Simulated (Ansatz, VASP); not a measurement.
**Cu2As: VASP beside Ansatz**

```xyz
6
Lattice="3.7221 0.0000 0.0000 0.0000 3.7221 0.0000 0.0000 0.0000 5.7391" Properties=species:S:1:pos:R:3 pbc="T T T"
Cu    0.0000    0.0000    0.0000
Cu    1.8611    1.8611    0.0000
Cu    0.0000    1.8611    1.6932
Cu    1.8611    0.0000    4.0459
As    0.0000    1.8611    4.0682
As    1.8611    0.0000    1.6709
```

Alike in both runs: functional LDA; k mesh 6 × 6 × 4; occupations gaussian, width 0.1 eV; no spin polarisation.

Ansatz relaxed the structure, and its values are those at the end. VASP's run is a single point on that final structure, the one shown.

|  | VASP | Ansatz |
| --- | --- | --- |
| version | VASP 6.6.1 | Ansatz 0.2.0 |
| potentials or method | VASP PAW LDA potentials, release 64 (Cu, As), cutoff 520 eV | scalar-relativistic, plane waves, PAW |
| valence electrons in the cell | 54 | 106 |

|  | VASP | Ansatz | Ansatz less VASP |
| --- | --- | --- | --- |
| gap on the k mesh at the Fermi level (eV) | none | none | - |
| pressure (GPa) | 0.6 | 0.0 | -0.59 |
| rms of the force components (eV/Å) | 0.008 | 0.008 | 0.0000 |

LDA's correlation is that of Perdew and Zunger in VASP and of Perdew and Wang (1992) in Ansatz. A gap of «none» marks a metal or a gap that the smearing closes. VASP's potentials hold 54 valence electrons a cell and Ansatz's 106, so a difference there can come from the potentials and not from the codes.
